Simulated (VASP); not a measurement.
# EuNi3: single point with PBE

EuNi3:

```
Eu Ni
1.0
     3.83538    0.00000    0.00000
     0.00000    3.83538    0.00000
     0.00000    0.00000    3.83538
Eu Ni
1 3
Direct
  0.00000 0.00000 0.00000
  0.50000 0.00000 0.50000
  0.00000 0.50000 0.50000
  0.50000 0.50000 0.00000
```

```
Program                : VASP 6.6.1
Task                   : single point
Functional             : PBE
Potentials or basis    : VASP PAW PBE potentials, release 64 (Eu, Ni)
Cutoff                 : 520 eV
k mesh                 : 7 × 7 × 7
Occupations            : fermi-dirac, width 0.05 eV
Spin                   : collinear spin, ferromagnetic start
Starting moments       : [7.0, 1.0, 1.0, 1.0] μB
Dipole correction      : no
Further INCAR settings : ALGO = Normal; EDIFF = 1e-07; NBANDS = 36
```

The pressure is 6.4 GPa and the net moment is 5.94 μB per cell. The site moments are Eu +6.28; Ni -0.21 μB. The valence electrons inside the program's atomic spheres are Eu 14.98; Ni 9.24.

Levels at points of the mesh, in eV from the Fermi level:
Spin up:
```tsv
k point	band 24	band 25	band 26	band 27	band 28	band 29
(0.00, 0.00, 0.00)	-0.18	0.11	0.11	0.11	2.94	2.94
```
Spin down:
```tsv
k point	band 18	band 19	band 20	band 21	band 22	band 23
(0.00, 0.00, 0.00)	-0.17	-0.17	-0.17	3.04	3.04	3.04
```

Run time: 2.3 min on 1 thread of Oxide Virtual Turin-like Processor (shared host), peak memory 0.21 GiB.

Caveat: spin-orbit coupling is left out, which moves the levels of the heavy elements; without U or exact exchange the open f shell lies at the Fermi level, which spoils levels, moments and volumes. The state reached can hang on the start; a lower one may exist.
